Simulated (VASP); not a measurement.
Input of a VASP 6.6.1 run:

File INCAR:

```
SYSTEM = Ti
PREC     = Accurate       ! precision mode
ENCUT    = 520            ! plane-wave cutoff, eV
EDIFF    = 1E-6           ! SCF threshold, eV
ISMEAR   = 0              ! smearing method
SIGMA    = 0.15           ! smearing width, eV
LREAL    = .False.        ! projectors in reciprocal space
LASPH    = .True.         ! aspherical terms in the spheres
NELM     = 100            ! most SCF steps
ALGO     = Fast           ! electronic algorithm
ISIF     = 2              ! what is computed and relaxed
LWAVE    = .False.        ! write WAVECAR
LCHARG   = .False.        ! write CHGCAR
GGA      = PE             ! functional
NBANDS   = 12             ! bands
```

The input KPOINTS:

```
Automatic mesh
0
Gamma
  22 22 22
  0 0 0
```

File POSCAR:

```
Ti
1.0
   -1.7406297469      1.7406297469      1.4990303381
    1.7406297469     -1.7406297469      1.4990303381
    1.7406297469      1.7406297469     -1.4990303381
Ti
1
Direct
    0.0000000000      0.0000000000      0.0000000000
```

Potentials or basis: VASP PAW PBE potentials, release 64 (Ti_sv).

Run with:

```bash
$ cat potpaw_PBE.64/Ti_sv/POTCAR > POTCAR
$ mpirun -np 1 vasp_std > vasp.out
```

Question: Estimate the pressure.

Answer: -5.1 GPa.

Question: Estimate the band gap on the k mesh.

Answer: Zero (bands 6 and 7 overlap by 1.38 eV).

Stress tensor (GPa, compression positive):
```
-5.30  0.00  0.00
 0.00 -5.30  0.00
 0.00  0.00 -4.77
```

Caveat: the cell stands under tension.
